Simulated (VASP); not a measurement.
Set up this calculation in VASP 6.6.1, as the native input.

| Quantity | Value |
| --- | --- |
| Task | single point |
| Functional | PBE |
| Potentials or basis | VASP PAW PBE potentials, release 64 (Ga_d, F) |
| Cutoff | 520 eV |
| k mesh | 6 × 6 × 4 |
| Occupations | gaussian, width 0.1 eV |
| Spin | no spin polarisation |
| Dipole correction | no |
| Further INCAR settings | ALGO = Normal; EDIFF = 1e-07; NBANDS = 32 |

The structure of Ga2F3 lies in POSCAR:

```
Ga2F3
1.0
    3.9474393439      0.0000000000      0.0000000000
   -1.9737196720      3.4185827517      0.0000000000
    0.0000000000      0.0000000000      4.7661689745
Ga F
2 3
Direct
    0.3333333333      0.6666666667      0.1380000000
    0.6666666667      0.3333333333      0.8620000000
    0.0000000000      0.0000000000      0.0000000000
    0.3333333333      0.6666666667      0.6250000000
    0.6666666667      0.3333333333      0.3750000000
```

One way to write it, as run:

INCAR

```
  ALGO = Normal
  EDIFF = 1E-7
  ENCUT = 520
  GGA = PE
  ISIF = 2
  ISMEAR = 0
  LASPH = True
  LCHARG = True
  LELF = True
  LREAL = False
  LVHAR = True
  LWAVE = False
  NBANDS = 32
  NELM = 60
  PREC = Accurate
  SIGMA = 0.1
```

KPOINTS

```
k-points
0
Gamma
  6 6 4
```

Potentials or basis: VASP PAW PBE potentials, release 64 (Ga_d, F).

Launch:

```console
$ cat potpaw_PBE.64/Ga_d/POTCAR potpaw_PBE.64/F/POTCAR > POTCAR
$ mpirun -np 1 vasp_std > vasp.out
```

It gave:

| Item | Value |
| --- | --- |
| Pressure | 7.4 GPa |
| Largest force | 2.379 eV/Å |
| Band gap on the k mesh | zero (an odd number of electrons rules out a gap without spin polarisation) |

Caveat: the cell stands under pressure; an odd number of electrons without spin polarisation forces a metal; a magnetic or distorted state may lie lower.

It took 28 s on 1 thread of Intel(R) Xeon(R) 6975P-C (Granite Rapids), with other jobs on the host, peak memory 0.19 GiB.
